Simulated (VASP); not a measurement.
Write the native input for VASP 6.6.1 that does the following.

| Item | Value |
| --- | --- |
| Task | relaxation of cell and atoms |
| Functional | PBE |
| Potentials or basis | VASP PAW PBE potentials, release 64 (Si, N) |
| Cutoff | 600 eV |
| k mesh | 12 × 12 × 4 |
| Occupations | gaussian, width 0.1 eV |
| Spin | no spin polarisation |
| Dipole correction | no |
| Further INCAR settings | ALGO = Normal; EDIFF = 1e-06; IBRION = 2; EDIFFG = -0.01; NSW = 100; ISIF = 3 |

The structure of Si5N lies in POSCAR:

```
Si5N
1.0
    3.7149921498      0.0000000000      0.0000000000
   -1.8574960749      3.2172775766      0.0000000000
    0.0000000000      0.0000000000      8.5966553311
Si N
5 1
Direct
    0.3333333333      0.6666666667      0.3105111711
    0.3333333333      0.6666666667      0.5845984880
    0.6666666667      0.3333333333      0.6839288609
    0.6666666667      0.3333333333      0.9586801765
    0.0000000000      0.0000000000      0.2122448994
    0.0000000000      0.0000000000      0.0000364041
```

These files were run (other wordings do the same):

INCAR

```
PREC = Accurate ; ENCUT = 600
EDIFF = 1E-6 ; ISMEAR = 0
SIGMA = 0.1 ; LREAL = F
LASPH = T ; NELM = 100
ALGO = Normal ; ISIF = 3
LWAVE = F ; LCHARG = F
GGA = PE ; IBRION = 2
NSW = 100 ; EDIFFG = -0.01
```

KPOINTS

```
regular mesh
0
Gamma
  12 12 4
```

Potentials or basis: VASP PAW PBE potentials, release 64 (Si, N).

Run with:

```console
$ cat potpaw_PBE.64/Si/POTCAR potpaw_PBE.64/N/POTCAR > POTCAR
$ mpirun -np 1 vasp_std > vasp.out
```

It gave:

The relaxed volume is 17.09 Å³/atom. The relaxed cell is a = 3.708 Å, b = 3.708 Å, c = 8.609 Å, α = 90.00°, β = 90.00°, γ = 120.00°. The space group after relaxing (to 0.1 Å) is P3m1 (No. 156). The energy gained by relaxing is 0.2 meV/atom. The ionic steps are 8 and the pressure after relaxing is 0.0 GPa. The largest force after relaxing is 0.005 eV/Å and the band gap on the k mesh is zero (an odd number of electrons rules out a gap without spin polarisation).

Caveat: an odd number of electrons without spin polarisation forces a metal; a magnetic or distorted state may lie lower.

It took 13 min on 1 thread of Intel Xeon 8259CL, on a shared host, peak memory 0.32 GiB.
